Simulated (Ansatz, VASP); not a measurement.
# WS2 in VASP and in Ansatz

```xyz
9
Lattice="3.1830 0.0000 0.0000 -1.5915 2.7565 0.0000 0.0000 0.0000 28.5322" Properties=species:S:1:pos:R:3 pbc="T T T"
W     1.5915    0.9188   12.3933
W     1.5915    0.9188   25.2662
W     0.0000    0.0000   18.8109
S     1.5915    0.9188   17.2513
S     0.0000    0.0000   10.8340
S     0.0000    0.0000   23.7059
S     1.5915    0.9188   20.3706
S     0.0000    0.0000   13.9531
S     0.0000    0.0000   26.8256
```

Alike in both runs: functional r2SCAN; k mesh 7 × 7 × 1; occupations fermi-dirac, width 0.05 eV; no spin polarisation; Hubbard terms W d U = 5.0 eV.

|  | VASP | Ansatz |
| --- | --- | --- |
| version | VASP 6.6.1 | Ansatz 0.2.0 |
| potentials or method | VASP PAW PBE potentials, release 64 (W_sv, S) | Ansatz PAW |
| plane-wave cutoff (eV) | 520 | 500 |
| valence electrons in the cell | 78 | 78 |
| task | single point | density of states |

|  | VASP | Ansatz | Ansatz less VASP |
| --- | --- | --- | --- |
| gap on the k mesh at the Fermi level (eV) | 1.63 | 1.70 | +0.071 |
| least direct gap on the mesh (eV) | 2.44 | 2.24 | -0.207 |
| rms of the force components (eV/Å) | 0.228 | 0.004 | -0.2240 |

VASP's potentials were made for PBE, not for r2SCAN. The programs project onto different local orbitals, so the same U acts differently, and such runs can settle in different states. Atom by atom the forces differ by 0.227 eV/Å (rms over components).

Spin-orbit coupling is off throughout. Noted on Ansatz's run: odd divisions of the mesh miss points on the zone boundary, where band edges often lie, so the gap on the mesh can be too wide.
